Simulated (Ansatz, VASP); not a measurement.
Given: the input of a run of Ansatz 0.2.0 on RbBr.

input

```
crystal:
  lattice:
    - [0.0, 3.427, 3.427]
    - [3.427, 0.0, 3.427]
    - [3.427, 3.427, 0.0]
  atoms:
    - { symbol: Rb, position: [0.0, 0.0, 0.0] }
    - { symbol: Br, position: [0.5, 0.5, 0.5] }
hamiltonian:
  xc: pbe0
  pseudopotentials: { kind: paw }
kpoints:
  mp_grid: { grid: [4, 4, 4] }
scf:
  occupations: { method: fermi_dirac, width: 0.05 }
output:
  forces: true
  stress: true
  eigenvalues: true
```

Task: Translate it to VASP 6.6.1. Potentials there: VASP PAW PBE potentials, release 64 (Rb_sv, Br).

Result: As run (the cutoff follows the program's own potentials):

POSCAR

```
RbBr
1.0
    0.0000000000      3.4270000000      3.4270000000
    3.4270000000      0.0000000000      3.4270000000
    3.4270000000      3.4270000000      0.0000000000
Rb Br
1 1
Direct
    0.0000000000      0.0000000000      0.0000000000
    0.5000000000      0.5000000000      0.5000000000
```

The input INCAR.step1:

```
SYSTEM = RbBr
  PREC = Accurate
  ENCUT = 520
  EDIFF = 1E-5
  ISMEAR = -1
  SIGMA = 0.05
  LREAL = .False.
  LASPH = .True.
  NELM = 80
  ALGO = Normal
  ISIF = 2
  LWAVE = .True.
  LCHARG = .False.
  NBANDS = 15
  GGA = PE
```

Contents of INCAR.step2:

```
SYSTEM = RbBr
  PREC = Accurate
  ENCUT = 520
  EDIFF = 1E-6
  ISMEAR = -1
  SIGMA = 0.05
  LREAL = .False.
  LASPH = .True.
  NELM = 80
  ALGO = Normal
  ISIF = 2
  LWAVE = .False.
  LCHARG = .False.
  GGA = PE
  LHFCALC = .True.
  AEXX = 0.25
  PRECFOCK = Normal
  NBANDS = 15
  ISTART = 1
```

Contents of KPOINTS:

```
Automatic mesh
0
Gamma
  4 4 4
  0 0 0
```

Potentials or basis: VASP PAW PBE potentials, release 64 (Rb_sv, Br).

Run with:

```console
$ cat potpaw_PBE.64/Rb_sv/POTCAR potpaw_PBE.64/Br/POTCAR > POTCAR
$ cp INCAR.step1 INCAR
$ mpirun -np 1 vasp_std > vasp.out
$ cp INCAR.step2 INCAR
$ mpirun -np 1 vasp_std > vasp.out
```

Both were run:

|  | VASP | Ansatz | Ansatz less VASP |
| --- | --- | --- | --- |
| gap on the k mesh at the Fermi level (eV) | 6.25 | 6.24 | -0.014 |
| least direct gap on the mesh (eV) | 6.25 | 6.24 | -0.014 |
| pressure (GPa) | 0.7 | 0.7 | +0.03 |
